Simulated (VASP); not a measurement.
Input of a VASP 6.6.1 run:

POSCAR

```
Cd
1.0
    4.4287256384      0.0000000000      0.0000000000
    0.0000000000      4.4287256384      0.0000000000
    0.0000000000      0.0000000000      4.4287256384
Cd
4
Direct
    0.0000000000      0.0000000000      0.0000000000
    0.0000000000      0.5000000000      0.5000000000
    0.5000000000      0.0000000000      0.5000000000
    0.5000000000      0.5000000000      0.0000000000
```

INCAR.step1

```
  ALGO = Normal
  EDIFF = 1E-4
  ENCUT = 520
  GGA = PE
  ISMEAR = 1
  LASPH = T
  LCHARG = F
  LREAL = F
  LWAVE = T
  NBANDS = 32
  NELM = 80
  PREC = Accurate
  SIGMA = 0.1
```

Contents of INCAR.step2:

```
  ALGO = Normal
  EDIFF = 1E-6
  ENCUT = 520
  ISIF = 2
  ISMEAR = 1
  ISTART = 1
  LASPH = T
  LCHARG = F
  LMIXTAU = T
  LREAL = F
  LWAVE = F
  METAGGA = R2SCAN
  NBANDS = 32
  NELM = 80
  PREC = Accurate
  SIGMA = 0.1
```

KPOINTS

```
k-points
0
Gamma
  5 5 5
```

Potentials or basis: VASP PAW PBE potentials, release 64 (Cd).

Run with:

```console
$ cat potpaw_PBE.64/Cd/POTCAR > POTCAR
$ cp INCAR.step1 INCAR
$ mpirun -np 1 vasp_std > vasp.out
$ cp INCAR.step2 INCAR
$ mpirun -np 1 vasp_std > vasp.out
```

**Question.** What does it give for the pressure?

**Answer.** 0.3 GPa.

**Question.** What does it give for the band gap on the k mesh?

**Answer.** Zero (band 24 reaches 3.97 eV, above the bottom of band 25 at 2.27 eV).

Caveat: the PAW data sets were made with another functional, which shifts forces and pressure a little.
